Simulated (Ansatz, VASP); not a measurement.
**LaC: VASP beside Ansatz**

POSCAR

```
LaC
1.0
    0.0000000000      2.7220337006      2.7220337006
    2.7220337006      0.0000000000      2.7220337006
    2.7220337006      2.7220337006      0.0000000000
La C
1 1
Direct
    0.5000000000      0.5000000000      0.5000000000
    0.0000000000      0.0000000000      0.0000000000
```

INCAR.step1

```
PREC = Accurate
ENCUT = 520
ISMEAR = 0
SIGMA = 0.05
LREAL = False
LASPH = True
NELM = 100
NBANDS = 14
GGA = PE
ALGO = Normal
EDIFF = 1E-4
LWAVE = True
LCHARG = False
```

The input INCAR.step2:

```
PREC = Accurate
ENCUT = 520
EDIFF = 1E-7
ISMEAR = 0
SIGMA = 0.05
LREAL = False
LASPH = True
NELM = 100
ALGO = Normal
ISIF = 2
LWAVE = False
LCHARG = True
METAGGA = R2SCAN
LMIXTAU = True
LELF = True
LVHAR = True
NBANDS = 14
ISTART = 1
```

File KPOINTS:

```
Automatic mesh
0
Gamma
  12 12 12
```

Input for Ansatz:

```yaml
crystal:
  lattice:
    - [0.0, 2.7220337006, 2.7220337006]
    - [2.7220337006, 0.0, 2.7220337006]
    - [2.7220337006, 2.7220337006, 0.0]
  atoms:
    - { symbol: La, position: [0.5, 0.5, 0.5] }
    - { symbol: C, position: [0.0, 0.0, 0.0] }
basis:
  ecutwfc: 500
  ecutrho_ratio: 4
kpoints:
  mp_grid: { grid: [12, 12, 12] }
hamiltonian:
  xc: r2scan
scf:
  occupations: { method: gaussian, width: 0.05 }
output:
  forces: true
  stress: true
```

Alike in both runs: task single point; functional r2SCAN; k mesh 12 × 12 × 12; occupations gaussian, width 0.05 eV; no spin polarisation.

|  | VASP | Ansatz |
| --- | --- | --- |
| version | VASP 6.6.1 | Ansatz 0.2.0 |
| potentials or method | VASP PAW PBE potentials, release 64 (La, C), cutoff 520 eV | scalar-relativistic, plane waves, PAW |
| valence electrons in the cell | 15 | 15 |

```csv
,VASP,Ansatz,Ansatz less VASP
pressure (GPa),-0.1,0.0,+0.13
```

VASP's potentials were made for PBE, not for r2SCAN.

Neither program's run includes spin-orbit coupling.
